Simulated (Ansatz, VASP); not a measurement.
## One calculation of Si, two programs

```
Si
1.0
     0.00000    2.72551    2.72551
     2.72211    0.00340    2.72211
     2.72211    2.72211    0.00340
Si
2
Direct
  0.50000 0.50000 0.50000
  0.75000 0.75000 0.75000
```

Change from the starting cell: strain +0.0025 x Voigt [0, 0, 0, 1, 0, 0], atoms carried along.

Alike in both runs: task single point; functional r2SCAN; k mesh 8 × 8 × 8; occupations gaussian, width 0.05 eV; no spin polarisation.

```csv
,VASP,Ansatz
version,VASP 6.6.1,Ansatz 0.2.0
potentials or method,"VASP PAW PBE potentials, release 64 (Si), cutoff 520 eV","scalar-relativistic, plane waves, PAW"
valence electrons in the cell,8,8
```

```tsv
	VASP	Ansatz	Ansatz less VASP
gap on the k mesh at the Fermi level (eV)	0.82	0.81	-0.015
least direct gap on the mesh (eV)	2.73	2.72	-0.016
pressure (GPa)	-0.2	0.0	+0.24
traceless stress, the component that is largest in VASP (GPa)	-0.27	-0.27	+0.001
rms of the force components (eV/Å)	0.014	0.014	+0.0002
```

VASP's potentials were made for PBE, not for r2SCAN. Atom by atom the forces differ by 0.000 eV/Å (rms over components).
